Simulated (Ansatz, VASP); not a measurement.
# One calculation of WS2, two programs

The input INCAR:

```
SYSTEM = WS2
PREC     = Accurate       ! precision mode
ENCUT    = 520            ! plane-wave cutoff, eV
EDIFF    = 1E-6           ! SCF threshold, eV
ISMEAR   = -1             ! smearing method
SIGMA    = 0.05           ! smearing width, eV
LREAL    = .False.        ! projectors in reciprocal space
LASPH    = .True.         ! aspherical terms in the spheres
NELM     = 80             ! most SCF steps
ALGO     = Normal         ! electronic algorithm
ISIF     = 2              ! what is computed and relaxed
LWAVE    = .False.        ! write WAVECAR
LCHARG   = .False.        ! write CHGCAR
GGA      = PE             ! functional
NBANDS   = 20             ! bands
```

The input KPOINTS:

```
regular mesh
0
Gamma
  10 10 2
  0 0 0
```

Contents of POSCAR:

```
WS2
1.0
    3.1835163552      0.0000000000      0.0000000000
   -1.5917581776      2.7570060369      0.0000000000
    0.0000000000      0.0000000000     16.9505778900
W S
1 2
Direct
    0.0000000000      0.0000000000      0.0000000000
    0.3333333333      0.6666666667      0.0920005100
    0.3333333333      0.6666666667      0.9079994900
```

input.yaml

```yaml
crystal:
  lattice:
    - [3.1835163552, 0.0, 0.0]
    - [-1.5917581776, 2.7570060369, 0.0]
    - [0.0, 0.0, 16.95057789]
  atoms:
    - { symbol: W, position: [0.0, 0.0, 0.0] }
    - { symbol: S, position: [0.3333333333, 0.6666666667, 0.09200051] }
    - { symbol: S, position: [0.3333333333, 0.6666666667, 0.90799949] }
kpoints:
  mp_grid: { grid: [10, 10, 2] }
scf:
  occupations: { method: fermi_dirac, width: 0.05 }
hamiltonian:
  xc: pbe
  pseudopotentials: { kind: all_electron, lapw: { basis_error: 0.001 } }
output:
  forces: true
  stress: true
  eigenvalues: true
```

Alike in both runs: task single point; functional PBE; k mesh 10 × 10 × 2; occupations fermi-dirac, width 0.05 eV; no spin polarisation.

|  | VASP | Ansatz |
| --- | --- | --- |
| version | VASP 6.6.1 | Ansatz 0.2.0 |
| potentials or method | VASP PAW PBE potentials, release 64 (W_sv, S), cutoff 520 eV | all-electron LAPW, scalar-relativistic |

VASP gave:

```
gap on the k mesh at the Fermi level (eV) : 2.00
least direct gap on the mesh (eV)         : 2.16
rms of the force components (eV/Å)        : 0.124
```

Problem. Estimate Ansatz's values.

Solution. gap on the k mesh at the Fermi level (eV): 1.99; least direct gap on the mesh (eV): 2.15; rms of the force components (eV/Å): 0.124.

Atom by atom the forces differ by 0.000 eV/Å (rms over components). Ansatz ran all-electron here, and VASP with PAW potentials.

Spin-orbit coupling is off throughout.
